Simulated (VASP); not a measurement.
# O (P6_3/mmc) in VASP: further runs

Runs on O. Level: PBEsol. Tasks: electric field gradients.

Everything below comes from runs of VASP 6.6.1. Logs are shortened: lines on timing, memory, paths and dates and some standing lists are left out, and cuts for length are marked.

## Step 1: The cell of the first run

Symmetry: P6_3/mmc, No. 194, hexagonal system. Conventional cell: a = 2.526 Å, b = 2.526 Å, c = 6.486 Å, α = 90.00°, β = 90.00°, γ = 120.00°. Within 1.6 Å of O (site symmetry 3m) lie 1 O at 1.15 Å.

## Step 2: Electric field gradients, PBEsol (volume scaled by 0.96)

Contents of INCAR:

```
SYSTEM = O
  PREC = Accurate
  ENCUT = 520
  EDIFF = 1E-8
  ISMEAR = -1
  SIGMA = 0.03
  LREAL = .False.
  LASPH = .True.
  NELM = 60
  ALGO = Normal
  ISIF = 2
  LWAVE = .False.
  LCHARG = .False.
  GGA = PS
  LEFG = .True.
  NBANDS = 20
```

Contents of KPOINTS:

```
regular mesh
0
Gamma
  13 13 5
  0 0 0
```

Contents of POSCAR:

```
O
1.0
    2.5263871965      0.0000000000      0.0000000000
   -1.2631935983      2.1879154920      0.0000000000
    0.0000000000      0.0000000000      6.4861377555
O
4
Direct
    0.3333333333      0.6666666667      0.1610000000
    0.6666666667      0.3333333333      0.6610000000
    0.3333333333      0.6666666667      0.3390000000
    0.6666666667      0.3333333333      0.8390000000
```

Potentials or basis: VASP PAW PBE potentials, release 64 (O).

The run is started by

```bash
> cat potpaw_PBE.64/O/POTCAR > POTCAR
> mpirun -np 1 vasp_std > vasp.out
```

OUTCAR:

```text
SYSTEM = O
   PREC = Accurate
   ENCUT = 520
   EDIFF = 1E-8
   ISMEAR = -1
   LREAL = .False.
   LASPH = .True.
   NELM = 60
   ISIF = 2
   GGA = PS

 ion  position               nearest neighbor table
   1  0.333  0.667  0.161-   3 1.15
   2  0.667  0.333  0.661-   4 1.15
   3  0.333  0.667  0.339-   1 1.15
   4  0.667  0.333  0.839-   2 1.15

  LATTYP: Found a hexagonal cell.
 ALAT       =     2.5263871965
 C/A-ratio  =     2.5673569612

  Lattice vectors:

 A1 = (   2.5263871965,   0.0000000000,   0.0000000000)
 A2 = (  -1.2631935983,   2.1879154920,   0.0000000000)
 A3 = (   0.0000000000,   0.0000000000,   6.4861377555)

Analysis of symmetry for initial positions (statically):
=====================================================================
 Subroutine PRICEL returns:
 Original cell was already a primitive cell.

 Routine SETGRP: Setting up the symmetry group for a
 hexagonal supercell.

 Subroutine GETGRP returns: Found 24 space group operations
 (whereof 12 operations were pure point group operations)
 out of a pool of 24 trial point group operations.

The static configuration has the point symmetry D_3d.
 The point group associated with its full space group is D_6h.

Analysis of symmetry for dynamics (positions and initial velocities):
=====================================================================
 Subroutine PRICEL returns:
 Original cell was already a primitive cell.

 Routine SETGRP: Setting up the symmetry group for a
 hexagonal supercell.

 Subroutine GETGRP returns: Found 24 space group operations
 (whereof 12 operations were pure point group operations)
 out of a pool of 24 trial point group operations.

The dynamic configuration has the point symmetry D_3d.
 The point group associated with its full space group is D_6h.

 Subroutine INISYM returns: Found 24 space group operations
 (whereof 12 operations are pure point group operations),
 and found     1 'primitive' translations

----------------------------------------------------------------------------------------

                                     Primitive cell

  volume of cell :      35.8523

  direct lattice vectors                    reciprocal lattice vectors
     2.526387196  0.000000000  0.000000000     0.395822145  0.228528022  0.000000000
    -1.263193598  2.187915492  0.000000000     0.000000000  0.457056044  0.000000000
     0.000000000  0.000000000  6.486137755     0.000000000  0.000000000  0.154174956

  length of vectors
     2.526387196  2.526387197  6.486137755     0.457056044  0.457056044  0.154174956

  position of ions in fractional coordinates (direct lattice)
     0.333333333  0.666666667  0.161000000
     0.666666667  0.333333333  0.661000000
     0.333333333  0.666666667  0.339000000
     0.666666667  0.333333333  0.839000000

  ion indices of the primitive-cell ions
   primitive index   ion index
                 1           1
                 2           2
                 3           3
                 4           4

----------------------------------------------------------------------------------------

 KPOINTS: regular mesh

Automatic generation of k-mesh.
 Grid dimensions read from file:
 generate k-points for:   13   13    5

 Generating k-lattice:

  Cartesian coordinates                     Fractional coordinates (reciprocal lattice)
     0.030447857  0.017579079  0.000000000     0.076923077  0.000000000  0.000000000
     0.000000000  0.035158157  0.000000000     0.000000000  0.076923077  0.000000000
     0.000000000  0.000000000  0.030834991     0.000000000  0.000000000  0.200000000

  Length of vectors
     0.035158157  0.035158157  0.030834991

  Shift w.r.t. Gamma in fractional coordinates (k-lattice)
[... 36 lines left out ...]
   total plane-waves  NPLWV =  19200
   dimension x,y,z NGX =    20 NGY =   20 NGZ =   48
   dimension x,y,z NGXF=    40 NGYF=   40 NGZF=   96
   ions per type =               4
   NGX,Y,Z   is equivalent  to a cutoff of  13.16, 13.16, 12.30 a.u.
   NGXF,Y,Z  is equivalent  to a cutoff of  26.32, 26.32, 24.61 a.u.
 SYSTEM =  O
   PREC   = accura    normal or accurate (medium, high low for compatibility)
   ISTART =      0    job   : 0-new  1-cont  2-samecut
   ICHARG =      2    charge: 1-file 2-atom 10-const
   ISPIN  =      1    spin polarized calculation?
   LNONCOLLINEAR =      F non collinear calculations
   LSORBIT =      F    spin-orbit coupling
   LASPH  =      T    aspherical Exc in radial PAW
   ENCUT  =  520.0 eV  38.22 Ry    6.18 a.u.   4.70  4.70 12.06*2*pi/ulx,y,z
   NELM   =     60;   NELMIN=  2; NELMDL= -5     # of ELM steps
   EDIFF  = 0.1E-07   stopping-criterion for ELM
   LREAL  =      F    real-space projection
   EDIFFG = 0.1E-06   stopping-criterion for IOM
   NSW    =      0    number of steps for IOM
   IBRION =     -1    ionic relax: 0-MD 1-quasi-New 2-CG
   NFREE  =      0    steps in history (QN), initial steepest desc. (CG)
   ISIF   =      2    stress and relaxation
   ISYM   =      2    0-nonsym 1-usesym 2-fastsym
   POTIM  = 0.5000    time-step for ionic-motion
   TEBEG  =    0.0;   TEEND  =   0.0 temperature during run
   PSTRESS=    0.0 pullay stress
   NELECT =      24.0000    total number of electrons
   NUPDOWN=      -1.0000    fix difference up-down
   EMIN   =  10.00;   EMAX   =-10.00  energy-range for DOS
   EFERMI =   0.00;   METHOD = LEGACY
   ISMEAR =    -1;   SIGMA  =   0.03  broadening in eV -4-tet -1-fermi 0-gaus
   EFERMI_NEDOS =   21; number of points for ismear=-14 and -15
   IALGO  =     38    algorithm
   IMIX   =      4    mixing-type and parameters
     AMIX     =   0.40;   BMIX     =  1.00
     AMIX_MAG =   1.60;   BMIX_MAG =  1.00
  volume/ion in A,a.u.               =       8.96        60.49
  Fermi-wavevector in a.u.,A,eV,Ry     =   1.432099  2.706275 27.904291  2.050908
  Thomas-Fermi vector in A             =   2.551763
   LORBIT       =      0    0 simple, 1 ext, 2 COOP (PROOUT), +10 PAW based schemes
   GGA     = PS    functional components
   LHFCALC =     F    Hartree Fock is set to
   AEXX    =    0.0000 exact exchange contribution
   IVDW    =     0    specifies the selected vdW correction
   LEPSILON=     F    determine dielectric tensor
   LRPA    =     F    only Hartree local field effects (RPA)
 non-spin polarized calculation
  energy-cutoff  :      520.00
  volume of cell :       35.85
 maximum number of plane-waves:       985
 NGX is ok and might be reduce to    20
   NGX =  9   NGY =  9   NGZ = 25

 number of electron      24.0000001 magnetization

 Free energy of the ion-electron system (eV)
  ---------------------------------------------------
  ext. energy  EPLUGINS =         0.00000000
  ---------------------------------------------------
  free energy    TOTEN  =       -19.71912260 eV

  energy without entropy =      -19.71109615  energy(sigma->0) =      -19.71510937

 E-fermi :   2.8055     XC(G=0): -11.0737

 val. band max:        2.7661349437   @ k =   0.3077   0.1538   0.0000
 cond. band min:       2.8085367893   @ k =   0.2308   0.0000   0.2000
 fundamental gap:      0.0424018456
 Fermi energy:         2.8055483042

 k-point     1 :       0.0000    0.0000    0.0000
  band No.  band energies     occupation
      1     -26.8267      2.00000
      2     -26.6793      2.00000
      3     -13.3876      2.00000
      4     -11.2740      2.00000
      5      -7.7560      2.00000
      6      -4.4955      2.00000
[... 541 lines left out ...]
     19      18.6427      0.00000
     20      18.7747      0.00000

 [... further k-points ...]

------------------------ aborting loop because EDIFF is reached ----------------------------------------

  FORCE on cell =-STRESS in cart. coord.  units (eV):
  Direction    XX          YY          ZZ          XY          YZ          ZX
  --------------------------------------------------------------------------------------
  -------------------------------------------------------------------------------------
  Total       -0.8909006     -0.8909006     18.9595770      0.0000000     -0.0000000      0.0000000
  in kB      -39.8128468    -39.8128468    847.2715099      0.0000000     -0.0000000      0.0000000
  external PRESSURE =     255.8819388 kB  Pullay stress =       0.0000000 kB

 VOLUME and BASIS-vectors are now :
 -----------------------------------------------------------------------------
  energy-cutoff  :      520.00
  volume of cell :       35.85
      direct lattice vectors                 reciprocal lattice vectors
     2.526387196  0.000000000  0.000000000     0.395822145  0.228528022  0.000000000
    -1.263193598  2.187915492  0.000000000     0.000000000  0.457056044  0.000000000
     0.000000000  0.000000000  6.486137755     0.000000000  0.000000000  0.154174956

 POSITION                                       TOTAL-FORCE (eV/Angst)
 -----------------------------------------------------------------------------------
     -0.00000      1.45861      1.04427         0.000000      0.000000     -6.392021
      1.26319      0.72931      4.28734        -0.000000      0.000000     -6.392021
     -0.00000      1.45861      2.19880         0.000000     -0.000000      6.392021
      1.26319      0.72931      5.44187         0.000000     -0.000000      6.392021
 -----------------------------------------------------------------------------------
    total drift:                               -0.000000      0.000000      0.000000

  FREE ENERGIE OF THE ION-ELECTRON SYSTEM (eV)
  ---------------------------------------------------
  free  energy   TOTEN  =       -19.7191225993 eV

  energy  without entropy=      -19.7110961482  energy(sigma->0) =      -19.71510937

 Electric field gradients (V/A^2)
---------------------------------------------------------------------
 ion       V_xx      V_yy      V_zz      V_xy      V_xz      V_yz
---------------------------------------------------------------------
   1     -52.852   -52.853   105.705    -0.001     0.000    -0.000
   2     -52.852   -52.853   105.705    -0.001    -0.000     0.000
   3     -52.852   -52.853   105.705    -0.001    -0.000     0.000
   4     -52.852   -52.853   105.705    -0.001     0.000    -0.000
---------------------------------------------------------------------

 Electric field gradients after diagonalization (V/A^2)
 (convention: |V_zz| > |V_xx| > |V_yy|)
----------------------------------------------------------------------
 ion       V_xx      V_yy      V_zz     asymmetry (V_yy - V_xx)/ V_zz
----------------------------------------------------------------------
   1     -52.854   -52.852   105.705       0.000
   2     -52.854   -52.852   105.705       0.000
   3     -52.854   -52.852   105.705       0.000
   4     -52.854   -52.852   105.705       0.000
----------------------------------------------------------------------

           NMR quadrupolar parameters

 Cq : quadrupolar parameter    Cq=e*Q*V_zz/h
 eta: asymmetry parameters     (V_yy - V_xx)/ V_zz
 Q  : nuclear electric quadrupole moment in mb (millibarn)
----------------------------------------------------------------------
 ion       Cq(MHz)       eta       Q (mb)
----------------------------------------------------------------------
   1       0.256       0.000       1.000
   2       0.256       0.000       1.000
   3       0.256       0.000       1.000
   4       0.256       0.000       1.000
----------------------------------------------------------------------
```

Run time: 20 s. Hardware: 1 thread of Intel Xeon Platinum 8559C (Emerald Rapids), shared host; peak memory 0.16 GiB.

Results:

* Free energy: -19.7191 eV
* Pressure: 25.6 GPa
* Largest force: 6.392 eV/Å
* Band gap on the k mesh: zero (band 12 reaches 4.02 eV, above the bottom of band 13 at 1.90 eV)

Forces in eV/Å, atoms in the order of the input:
```
O    0.000  0.000 -6.392
O    0.000  0.000 -6.392
O    0.000  0.000  6.392
O    0.000  0.000  6.392
```

Stress tensor (GPa, compression positive):
```
-3.98  0.00  0.00
 0.00 -3.98  0.00
 0.00  0.00 84.73
```

Levels at points of the mesh, in eV from the Fermi level:
```tsv
k point	band 10	band 11	band 12	band 13	band 14	band 15
(0.00, 0.00, 0.00)	-6.41	1.11	1.11	1.41	1.41	8.79
```

Electric field gradients, principal values (V/Å²):
```
atom    least   middle  greatest (by size)
 1 O  -52.852  -52.854             105.705
 2 O  -52.852  -52.854             105.705
 3 O  -52.852  -52.854             105.705
 4 O  -52.852  -52.854             105.705
```

Caveat: the standard files for N, O and F lose accuracy on very short bonds; spin is off for a triplet molecule; without QUAD_EFG the Cq values of the log hold for a quadrupole moment of 1 mb, not for the nuclei; the PAW data sets were made with another functional, which shifts forces and pressure a little.

[end of part 1 of 3]
